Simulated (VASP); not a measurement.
# Ba (Cmcm) in VASP: notebook

Ba is run at these levels: PBEsol; tasks: single point.

All numbers are computed with VASP 6.6.1; they aren't measurements. Logs are shortened: lines on timing, memory, paths and dates and some standing lists are left out, and cuts for length are marked.

## 1. The cell of the first run

Symmetry: Cmcm, No. 63, orthorhombic system. The conventional cell has a = 7.038 Å, b = 4.932 Å, c = 7.045 Å, α = 90.00°, β = 90.00°, γ = 90.00°. Ba (site symmetry m2m) has 14 Ba at 4.28 to 4.98 Å within 5.6 Å.

## 2. Single point, PBEsol (61.13 Å³/atom)

INCAR

```
PREC = Accurate
ENCUT = 520
EDIFF = 1E-7
ISMEAR = -1
SIGMA = 0.03
LREAL = False
LASPH = True
NELM = 80
ALGO = Normal
ISIF = 2
LWAVE = False
LCHARG = False
GGA = PS
NBANDS = 17
```

KPOINTS

```
Automatic mesh
0
Gamma
  9 9 5
```

POSCAR

```
Ba
1.0
    3.5190753799     -2.4659614929      0.0000000000
    3.5190753799      2.4659614929      0.0000000000
    0.0000000000      0.0000000000      7.0445169645
Ba
2
Direct
    0.7467739700      0.2532260300      0.2500000000
    0.2532260300      0.7467739700      0.7500000000
```

Potentials or basis: VASP PAW PBE potentials, release 64 (Ba_sv).

Started as:

```bash
cat potpaw_PBE.64/Ba_sv/POTCAR > POTCAR
mpirun -np 1 vasp_std > vasp.out
```

OUTCAR:

```text
PREC = Accurate
   ENCUT = 520
   EDIFF = 1E-7
   ISMEAR = -1
   LREAL = False
   LASPH = True
   NELM = 80
   ISIF = 2
   GGA = PS

 ion  position               nearest neighbor table
   1  0.747  0.253  0.250-   2 4.28   2 4.28   2 4.32   2 4.32
   2  0.253  0.747  0.750-   1 4.28   1 4.28   1 4.32   1 4.32

  LATTYP: Found a base centered orthorhombic cell.
 ALAT       =     4.9319229858
 B/A-ratio  =     1.4270601508
 C/A-ratio  =     1.4283509667

  Lattice vectors:

 A1 = (  -3.5190753799,  -2.4659614929,   0.0000000000)
 A2 = (   3.5190753799,  -2.4659614929,   0.0000000000)
 A3 = (   0.0000000000,   0.0000000000,   7.0445169645)

Analysis of symmetry for initial positions (statically):
=====================================================================
 Subroutine PRICEL returns:
 Original cell was already a primitive cell.

 Routine SETGRP: Setting up the symmetry group for a
 base centered orthorhombic supercell.

 Subroutine GETGRP returns: Found  8 space group operations
 (whereof  4 operations were pure point group operations)
 out of a pool of  8 trial point group operations.

The static configuration has the point symmetry C_2h.
 The point group associated with its full space group is D_2h.

Analysis of symmetry for dynamics (positions and initial velocities):
=====================================================================
 Subroutine PRICEL returns:
 Original cell was already a primitive cell.

 Routine SETGRP: Setting up the symmetry group for a
 base centered orthorhombic supercell.

 Subroutine GETGRP returns: Found  8 space group operations
 (whereof  4 operations were pure point group operations)
 out of a pool of  8 trial point group operations.

The dynamic configuration has the point symmetry C_2h.
 The point group associated with its full space group is D_2h.

 Subroutine INISYM returns: Found  8 space group operations
 (whereof  4 operations are pure point group operations),
 and found     1 'primitive' translations

----------------------------------------------------------------------------------------

                                     Primitive cell

  volume of cell :     122.2633

  direct lattice vectors                    reciprocal lattice vectors
     3.519075380 -2.465961493  0.000000000     0.142082776 -0.202760668  0.000000000
     3.519075380  2.465961493  0.000000000     0.142082776  0.202760668  0.000000000
[... 83 lines left out ...]
   ENCUT  =  520.0 eV  38.22 Ry    6.18 a.u.   7.99  7.99 13.10*2*pi/ulx,y,z
   NELM   =     80;   NELMIN=  2; NELMDL= -5     # of ELM steps
   EDIFF  = 0.1E-06   stopping-criterion for ELM
   LREAL  =      F    real-space projection
   EDIFFG = 0.1E-05   stopping-criterion for IOM
   NSW    =      0    number of steps for IOM
   IBRION =     -1    ionic relax: 0-MD 1-quasi-New 2-CG
   NFREE  =      0    steps in history (QN), initial steepest desc. (CG)
   ISIF   =      2    stress and relaxation
   ISYM   =      2    0-nonsym 1-usesym 2-fastsym
   POTIM  = 0.5000    time-step for ionic-motion
   TEBEG  =    0.0;   TEEND  =   0.0 temperature during run
   PSTRESS=    0.0 pullay stress
   NELECT =      20.0000    total number of electrons
   NUPDOWN=      -1.0000    fix difference up-down
   EMIN   =  10.00;   EMAX   =-10.00  energy-range for DOS
   EFERMI =   0.00;   METHOD = LEGACY
   ISMEAR =    -1;   SIGMA  =   0.03  broadening in eV -4-tet -1-fermi 0-gaus
   EFERMI_NEDOS =   21; number of points for ismear=-14 and -15
   IALGO  =     38    algorithm
   IMIX   =      4    mixing-type and parameters
     AMIX     =   0.40;   BMIX     =  1.00
     AMIX_MAG =   1.60;   BMIX_MAG =  1.00
  volume/ion in A,a.u.               =      61.13       412.54
  Fermi-wavevector in a.u.,A,eV,Ry     =   0.895336  1.691940 10.906796  0.801627
  Thomas-Fermi vector in A             =   2.017655
   LORBIT       =      0    0 simple, 1 ext, 2 COOP (PROOUT), +10 PAW based schemes
   GGA     = PS    functional components
   LHFCALC =     F    Hartree Fock is set to
   AEXX    =    0.0000 exact exchange contribution
   IVDW    =     0    specifies the selected vdW correction
   LEPSILON=     F    determine dielectric tensor
   LRPA    =     F    only Hartree local field effects (RPA)
 non-spin polarized calculation
  energy-cutoff  :      520.00
  volume of cell :      122.26
 maximum number of plane-waves:      3315
   NGX = 15   NGY = 15   NGZ = 27

 number of electron      20.0000000 magnetization

 Free energy of the ion-electron system (eV)
  ---------------------------------------------------
  ext. energy  EPLUGINS =         0.00000000
  ---------------------------------------------------
  free energy    TOTEN  =        -4.29452686 eV

  energy without entropy =       -4.28755762  energy(sigma->0) =       -4.29104224

 E-fermi :   1.6332     XC(G=0):  -7.6052

 val. band max:        1.6316051985   @ k =   0.4444   0.2222   0.0000
 cond. band min:       1.6501074725   @ k =   0.4444   0.3333   0.4000
 fundamental gap:      0.0185022740
 Fermi energy:         1.6332177155

 k-point     1 :       0.0000    0.0000    0.0000
  band No.  band energies     occupation
      1     -27.1741      2.00000
      2     -27.1246      2.00000
      3     -12.6011      2.00000
      4     -12.2486      2.00000
      5     -12.0882      2.00000
      6     -12.0878      2.00000
[... 457 lines left out ...]
      4     -12.4501      2.00000
      5     -12.4336      2.00000
      6     -12.4305      2.00000
[... 9 lines left out ...]
     16       5.5134      0.00000
     17       5.6537      0.00000

 [... further k-points ...]

------------------------ aborting loop because EDIFF is reached ----------------------------------------

  FORCE on cell =-STRESS in cart. coord.  units (eV):
  Direction    XX          YY          ZZ          XY          YZ          ZX
  --------------------------------------------------------------------------------------
  -------------------------------------------------------------------------------------
  Total       -0.2581623     -0.2605154     -0.2759078      0.0000000     -0.0000000      0.0000000
  in kB       -3.3830411     -3.4138778     -3.6155837      0.0000000     -0.0000000      0.0000000
  external PRESSURE =      -3.4708342 kB  Pullay stress =       0.0000000 kB

 VOLUME and BASIS-vectors are now :
 -----------------------------------------------------------------------------
  energy-cutoff  :      520.00
  volume of cell :      122.26
      direct lattice vectors                 reciprocal lattice vectors
     3.519075380 -2.465961493  0.000000000     0.142082776 -0.202760668  0.000000000
     3.519075380  2.465961493  0.000000000     0.142082776  0.202760668  0.000000000
     0.000000000  0.000000000  7.044516964     0.000000000  0.000000000  0.141954375

 POSITION                                       TOTAL-FORCE (eV/Angst)
 -----------------------------------------------------------------------------------
      3.51908     -1.21707      1.76113         0.000000     -0.021317      0.000000
      3.51908      1.21707      5.28339         0.000000      0.021317      0.000000
 -----------------------------------------------------------------------------------
    total drift:                               -0.000000     -0.000000     -0.000000

  FREE ENERGIE OF THE ION-ELECTRON SYSTEM (eV)
  ---------------------------------------------------
  free  energy   TOTEN  =        -4.2945268620 eV

  energy  without entropy=       -4.2875576161  energy(sigma->0) =       -4.29104224
```

stdout:

```text
POSCAR found type information on POSCAR Ba
 POSCAR found :  1 types and       2 ions
 scaLAPACK will be used
 -----------------------------------------------------------------------------
|                                                                             |
|                                                                             |
|     You enforced a specific xc type in the INCAR file but a different       |
|     I HOPE YOU KNOW WHAT YOU ARE DOING!                                     |
|                                                                             |
 -----------------------------------------------------------------------------

 LDA part: xc-table for (Slater+PW92), standard interpolation
 POSCAR, INCAR and KPOINTS ok, starting setup
 FFT: planning ... GRIDC
 FFT: planning ... GRID_SOFT
 FFT: planning ... GRID
 WAVECAR not read
 entering main loop
```

Wall time 61 s (1 thread of AMD EPYC 9R45 (Zen 5), shared host); peak memory 0.27 GiB.

Results:

* Free energy: -4.2945 eV
* Pressure: -0.3 GPa
* Largest force: 0.021 eV/Å
* Band gap on the k mesh: zero (bands 10 and 11 overlap by 1.03 eV)

Forces in eV/Å, atoms in the order of the input:
```
Ba   0.000 -0.021  0.000
Ba   0.000  0.021  0.000
```

Caveat: the PAW data sets were made with another functional, which shifts forces and pressure a little; spin-orbit coupling is left out, which moves the levels of the heavy elements.

## 3. Single point, PBEsol (63.05 Å³/atom)

This run uses another cell than the first one, of 63.05 Å³/atom.

INCAR

```
  PREC = Accurate
  ENCUT = 520
  EDIFF = 1E-6
  ISMEAR = -1
  SIGMA = 0.03
  LREAL = False
  LASPH = True
  NELM = 60
  ALGO = Normal
  ISIF = 2
  LWAVE = False
  LCHARG = False
  GGA = PS
  NBANDS = 17
```

KPOINTS

```
regular mesh
0
Gamma
  9 9 5
```

POSCAR

```
Ba
1.0
    3.5554907066     -2.4914792166      0.0000000000
    3.5554907066      2.4914792166      0.0000000000
    0.0000000000      0.0000000000      7.1174134952
Ba
2
Direct
    0.7467739700      0.2532260300      0.2500000000
    0.2532260300      0.7467739700      0.7500000000
```

Potentials or basis: VASP PAW PBE potentials, release 64 (Ba_sv).

Started as:

```bash
cat potpaw_PBE.64/Ba_sv/POTCAR > POTCAR
mpirun -np 1 vasp_std > vasp.out
```

It took 49 s on 1 thread of AMD EPYC 9R45 (Zen 5), shared host; peak memory 0.27 GiB.

The run converged. Its results:

* Free energy: -4.2832 eV
* Pressure: -0.6 GPa
* Largest force: 0.021 eV/Å
* Band gap on the k mesh: zero (bands 10 and 11 overlap by 0.96 eV)

Forces on the atoms (eV/Å):
```
Ba   0.000 -0.021  0.000
Ba   0.000  0.021  0.000
```

Levels at points of the mesh, in eV from the Fermi level:
```csv
k point,band 7,band 8,band 9,band 10,band 11,band 12,band 13,band 14
"(0.00, 0.00, 0.00)",-13.79,-13.79,-2.77,-0.91,0.71,1.23,1.77,1.82
```

Caveat: the PAW data sets were made with another functional, which shifts forces and pressure a little; spin-orbit coupling is left out, which moves the levels of the heavy elements.

## 4. Single point, PBEsol (66.95 Å³/atom)

This run uses another cell than the first one, of 66.95 Å³/atom.

INCAR

```
SYSTEM = Ba
  PREC = Accurate
  ENCUT = 520
  EDIFF = 1E-7
  ISMEAR = -1
  SIGMA = 0.03
  LREAL = .FALSE.
  LASPH = .TRUE.
  NELM = 80
  ALGO = Normal
  ISIF = 2
  LWAVE = .FALSE.
  LCHARG = .TRUE.
  GGA = PS
  LELF = .TRUE.
  LVHAR = .TRUE.
  NBANDS = 17
```

KPOINTS

```
regular mesh
0
G
  9 9 5
  0 0 0
```

POSCAR

```
Ba
1.0
    3.6273381591     -2.5418256946      0.0000000000
    3.6273381591      2.5418256946      0.0000000000
    0.0000000000      0.0000000000      7.2612383762
Ba
2
Direct
    0.7467739700      0.2532260300      0.2500000000
    0.2532260300      0.7467739700      0.7500000000
```

Started as:

```bash
cat potpaw_PBE.64/Ba_sv/POTCAR > POTCAR
mpirun -np 1 vasp_std > vasp.out
```

Run time: 68 s. Hardware: 1 thread of AMD EPYC 9R45 (Zen 5), shared host; peak memory 0.3 GiB.

Results (log left out):

```yaml
Free_energy: -4.2435 eV
Pressure: -1.0 GPa
Largest_force: 0.021 eV/Å
Band_gap_on_the_k_mesh: zero (bands 10 and 11 overlap by 0.84 eV)
```

Forces in eV/Å, atoms in the order of the input:
```
Ba   0.000 -0.021  0.000
Ba   0.000  0.021  0.000
```

Levels at points of the mesh, in eV from the Fermi level:
| k point | band 6 | band 7 | band 8 | band 9 | band 10 | band 11 | band 12 | band 13 | band 14 | band 15 |
| --- | --- | --- | --- | --- | --- | --- | --- | --- | --- | --- |
| (0.00, 0.00, 0.00) | -13.94 | -13.93 | -13.93 | -2.74 | -0.88 | 0.71 | 1.06 | 1.70 | 1.75 | 1.76 |

Caveat: the PAW data sets were made with another functional, which shifts forces and pressure a little; spin-orbit coupling is left out, which moves the levels of the heavy elements.

## 5. Single point, PBEsol (68.90 Å³/atom)

This run uses another cell than the first one, of 68.90 Å³/atom.

INCAR

```
ALGO = Normal
EDIFF = 1E-7
ENCUT = 520
GGA = PS
ISIF = 2
ISMEAR = -1
LASPH = T
LCHARG = F
LREAL = F
LWAVE = F
NBANDS = 17
NELM = 60
PREC = Accurate
SIGMA = 0.03
```

KPOINTS

```
k-points
0
Gamma
  9 9 5
```

POSCAR

```
Ba
1.0
    3.6622185504     -2.5662678257      0.0000000000
    3.6622185504      2.5662678257      0.0000000000
    0.0000000000      0.0000000000      7.3310622593
Ba
2
Direct
    0.7467739700      0.2532260300      0.2500000000
    0.2532260300      0.7467739700      0.7500000000
```

Started as:

```bash
cat potpaw_PBE.64/Ba_sv/POTCAR > POTCAR
mpirun -np 1 vasp_std > vasp.out
```

Wall time 69 s (1 thread of AMD EPYC 9R45 (Zen 5), shared host); peak memory 0.3 GiB.

The run converged. Its results:

```yaml
Free_energy: -4.2164 eV
Pressure: -1.2 GPa
Largest_force: 0.021 eV/Å
Band_gap_on_the_k_mesh: zero (bands 10 and 11 overlap by 0.78 eV)
```

Forces in eV/Å, atoms in the order of the input:
```
Ba   0.000 -0.021  0.000
Ba   0.000  0.021  0.000
```

Levels at points of the mesh, in eV from the Fermi level:
```tsv
k point	band 6	band 7	band 8	band 9	band 10	band 11	band 12	band 13	band 14	band 15
(0.00, 0.00, 0.00)	-14.00	-14.00	-14.00	-2.72	-0.86	0.71	0.98	1.67	1.72	1.72
```

Caveat: the PAW data sets were made with another functional, which shifts forces and pressure a little; spin-orbit coupling is left out, which moves the levels of the heavy elements.

## 6. The runs side by side

```tsv
cell	gap on the mesh (eV)	pressure (GPa)	largest force (eV/Å)
a = 4.297, b = 4.297, c = 7.045 Å, angles 90.0, 90.0, 70.0°, 2 atoms	none	-0.3	0.02
a = 4.342, b = 4.342, c = 7.117 Å, angles 90.0, 90.0, 70.0°, 2 atoms	none	-0.6	0.02
a = 4.429, b = 4.429, c = 7.261 Å, angles 90.0, 90.0, 70.0°, 2 atoms	none	-1.0	0.02
a = 4.472, b = 4.472, c = 7.331 Å, angles 90.0, 90.0, 70.0°, 2 atoms	none	-1.2	0.02
```

Alike in all rows: task single point; level PBEsol; potentials or basis VASP PAW PBE potentials, release 64 (Ba_sv); no spin polarisation; k mesh 9 × 9 × 5; cutoff (eV) 520; smearing fermi-dirac 0.03 eV.

Caveats: the PAW data sets were made with another functional, which shifts forces and pressure a little; spin-orbit coupling is left out, which moves the levels of the heavy elements.

Total energies depend on the potentials used, so only differences within one code and one set of settings carry meaning.
